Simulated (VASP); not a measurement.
The system is Rb2Na.

```
CELL_PARAMETERS angstrom
0.00000 4.69804 4.69804
4.69804 0.00000 4.69804
4.69804 4.69804 0.00000
ATOMIC_POSITIONS crystal
Rb 0.62500 0.62500 0.62500
Rb 0.12500 0.62500 0.62500
Rb 0.62500 0.62500 0.12500
Rb 0.62500 0.12500 0.62500
Na 0.00000 0.00000 0.00000
Na 0.25000 0.25000 0.25000
```

* Program: VASP 6.6.1
* Task: relaxation of cell and atoms
* Functional: PBE
* Potentials or basis: VASP PAW PBE potentials, release 64 (Rb_sv, Na_pv)
* Cutoff: 600 eV
* k mesh: 4 × 4 × 4
* Occupations: gaussian, width 0.1 eV
* Spin: no spin polarisation

At the start: pressure 8.8 GPa; volume 34.56 Å³/atom.

Q: How do energy, volume and symmetry change on relaxing?

A: Over 6 steps the energy falls by 614.7 meV/atom and the volume is 77.50 Å³/atom (+124.2 %); space group Fd-3m (No. 227, to 0.1 Å) before and after.

The path:
```tsv
step	energy change (eV)	largest force (eV/Å)	pressure (GPa)	volume (Å³)
1	0.0000	0.0000	8.75	207.39
2	-2.2380	0.0000	3.62	269.38
3	-3.3817	0.0000	1.10	355.63
4	-3.5185	0.0000	-0.42	579.67
5	-3.6814	0.0000	-0.10	485.25
6	-3.6881	0.0000	0.00	465.01
```

Final structure:
```yaml
crystal:
  lattice:
    - [0.00000, 6.14911, 6.14911]
    - [6.14911, 0.00000, 6.14911]
    - [6.14911, 6.14911, 0.00000]
  atoms:
    - { symbol: Rb, position: [0.62500, 0.62500, 0.62500] }
    - { symbol: Rb, position: [0.12500, 0.62500, 0.62500] }
    - { symbol: Rb, position: [0.62500, 0.62500, 0.12500] }
    - { symbol: Rb, position: [0.62500, 0.12500, 0.62500] }
    - { symbol: Na, position: [0.00000, 0.00000, 0.00000] }
    - { symbol: Na, position: [0.25000, 0.25000, 0.25000] }
```

Caveat: the volume moved by over 15 % at a fixed basis, so the end points are rough.
